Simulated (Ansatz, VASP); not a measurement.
# Two plane-wave programs on Cr

```
CELL_PARAMETERS angstrom
-2.74450 2.74504 1.14984
2.74504 -2.74450 1.14984
1.67743 1.67743 -1.14883
ATOMIC_POSITIONS crystal
Cr 0.00002 0.99998 0.00000
Cr 0.74998 0.25002 0.50000
```

Alike in both runs: task single point; functional LDA; k mesh 17 × 17 × 15; occupations fermi-dirac, width 0.1 eV; no spin polarisation.

|  | VASP | Ansatz |
| --- | --- | --- |
| version | VASP 6.6.1 | Ansatz 0.2.0 |
| potentials or method | VASP PAW LDA potentials, release 64 (Cr_pv), cutoff 500 eV | plane waves (420 eV) with PAW, scalar-relativistic |
| valence electrons in the cell | 24 | 28 |

```csv
,VASP,Ansatz,Ansatz less VASP
pressure (GPa),12.7,12.6,-0.14
"traceless stress, the component that is largest in VASP (GPa)",-0.42,-0.41,+0.013
```

Ansatz warns that its potentials were made for another functional, while VASP's fit it. LDA's correlation is that of Perdew and Zunger in VASP and of Perdew and Wang (1992) in Ansatz. VASP's potentials hold 24 valence electrons a cell and Ansatz's 28, so a difference there can come from the potentials and not from the codes.
